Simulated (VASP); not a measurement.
Here is a VASP 6.6.1 calculation.

INCAR

```
PREC = Accurate ; ENCUT = 520
EDIFF = 1E-6 ; ISMEAR = 0
SIGMA = 0.01 ; LREAL = F
LASPH = T ; NELM = 100
ALGO = Normal ; ISIF = 2
LWAVE = F ; LCHARG = F
GGA = PE ; NBANDS = 17
```

Contents of KPOINTS:

```
Automatic mesh
0
Gamma
  6 6 6
```

The input POSCAR:

```
PbO
1.0
    0.0000000000      2.7987768021      2.7987768021
    2.7987768021      0.0000000000      2.7987768021
    2.7987768021      2.7987768021      0.0000000000
Pb O
1 1
Direct
    0.0000000000      0.0000000000      0.0000000000
    0.2500000000      0.2500000000      0.2500000000
```

Potentials or basis: VASP PAW PBE potentials, release 64 (Pb_d, O).

The run is started by

```sh
$ cat potpaw_PBE.64/Pb_d/POTCAR potpaw_PBE.64/O/POTCAR > POTCAR
$ mpirun -np 1 vasp_std > vasp.out
```

Problem. Estimate the pressure.

Solution. 2.4 GPa.

Problem. What does it give for the band gap on the k mesh?

Solution. 0.47 eV, indirect (least direct gap 0.61 eV).

Caveat: spin-orbit coupling is left out, which moves the levels of the heavy elements. A k mesh can miss the band edges.
